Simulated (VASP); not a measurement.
Crystal: BeCr3.

```xyz
4
Lattice="3.5112 0.0000 0.0000 0.0000 3.5112 0.0000 0.0000 0.0000 3.5112" Properties=species:S:1:pos:R:3 pbc="T T T"
Cr    1.7556    1.7556    0.0000
Cr    1.7556    0.0000    1.7556
Cr    0.0000    1.7556    1.7556
Be    0.0000    0.0000    0.0000
```

Base run:

- Program: VASP 6.6.1
- Functional: PBE
- Potentials or basis: VASP PAW PBE potentials, release 64 (Cr_sv, Be)
- Cutoff: 600 eV
- k mesh: 6 × 6 × 6
- Occupations: fermi-dirac, width 0.05 eV
- Spin: collinear spin, ferromagnetic start
- Starting moments: [1.5, 1.5, 1.5, 0.0] μB
- Fixed moment: 4.5 μB

Its results: pressure 9.2 GPa; site moments Cr +1.29; Be -0.03 μB.

Q: The run is repeated on the same cell with these changes: fixed moment from 4.5 μB to 11.2 μB; moments at the start from [1.5, 1.5, 1.5, 0.0] to [3.73, 3.73, 3.73, 0.0]. What comes out?

A: Pressure 61.3 GPa; site moments Cr +3.02; Be -0.00 μB.

Caveats: the cell stands under pressure; the total moment is fixed, so each spin has its own Fermi level.
